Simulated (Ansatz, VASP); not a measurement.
**Si3As2 in VASP and in Ansatz**

```
CELL_PARAMETERS angstrom
4.52877 0.00000 0.00000
-2.26439 3.92203 0.00000
0.00000 0.00000 5.34780
ATOMIC_POSITIONS crystal
Si 0.00000 0.00000 0.00000
Si 0.33333 0.66667 0.77629
Si 0.66667 0.33333 0.22371
As 0.33333 0.66667 0.25529
As 0.66667 0.33333 0.74471
```

Alike in both runs: task relaxation of cell and atoms; functional PBE; k mesh 12 × 12 × 8; occupations gaussian, width 0.1 eV; no spin polarisation.

```csv
,VASP,Ansatz
version,VASP 6.6.1,Ansatz 0.2.0
potentials or method,"VASP PAW PBE potentials, release 64 (Si, As), cutoff 600 eV","scalar-relativistic, plane waves, PAW"
valence electrons in the cell,22,42
```

Ansatz gave:

```
gap on the k mesh at the Fermi level, each at its own relaxed structure (eV)  : none
relaxed volume (Å³/atom)                                                      : 18.87
relaxed length of the cell vector where the two differ most in proportion (Å) : 5.337
```

Problem. Estimate VASP's values.

Solution. gap on the k mesh at the Fermi level, each at its own relaxed structure (eV): none; relaxed volume (Å³/atom): 18.90; relaxed length of the cell vector where the two differ most in proportion (Å): 5.341.

A gap of «none» marks a metal or a gap that the smearing closes. VASP's potentials hold 22 valence electrons a cell and Ansatz's 42, so a difference there can come from the potentials and not from the codes.
